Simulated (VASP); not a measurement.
Write the native input for VASP 6.6.1 that does the following.

```yaml
Task: single point
Functional: PBEsol
Potentials_or_basis: VASP PAW PBE potentials, release 64 (Ti_sv, O)
Cutoff: 520 eV
k_mesh: 24 × 24 × 12
Occupations: gaussian, width 0.1 eV
Spin: no spin polarisation
Dipole_correction: no
Further_INCAR_settings: ALGO = Normal; EDIFF = 1e-07; NBANDS = 22
```

The structure of Ti2O lies in POSCAR:

```
Ti2O
1.0
    3.0120110176      0.0000000000      0.0000000000
   -1.5060055088      2.6084780577      0.0000000000
    0.0000000000      0.0000000000      4.6670488560
Ti O
2 1
Direct
    0.6666666667      0.3333333333      0.2606133359
    0.3333333333      0.6666666667      0.7393866641
    0.0000000000      0.0000000000      0.0000000000
```

This cell differs from its parent crystal: biaxial strain in the a-b plane: +2.0 %.

The input as run:

INCAR

```
SYSTEM = Ti2O
PREC = Accurate
ENCUT = 520
EDIFF = 1E-7
ISMEAR = 0
SIGMA = 0.1
LREAL = .FALSE.
LASPH = .TRUE.
NELM = 60
ALGO = Normal
ISIF = 2
LWAVE = .FALSE.
LCHARG = .FALSE.
GGA = PS
NBANDS = 22
```

KPOINTS

```
regular mesh
0
G
  24 24 12
  0 0 0
```

Potentials or basis: VASP PAW PBE potentials, release 64 (Ti_sv, O).

Command:

```sh
$ cat potpaw_PBE.64/Ti_sv/POTCAR potpaw_PBE.64/O/POTCAR > POTCAR
$ mpirun -np 1 vasp_std > vasp.out
```

Results of the run:

```
Pressure               : -4.6 GPa
Largest force          : 0.098 eV/Å
Band gap on the k mesh : zero (band 15 reaches 10.19 eV, above the bottom of band 16 at 9.40 eV)
```

Caveat: the cell differs from its parent crystal (biaxial strain in the a-b plane: +2.0 %); the PAW data sets were made with another functional, which shifts forces and pressure a little.

It took 9.1 min on 1 thread of Oxide Virtual Turin-like Processor (shared host), peak memory 0.5 GiB.
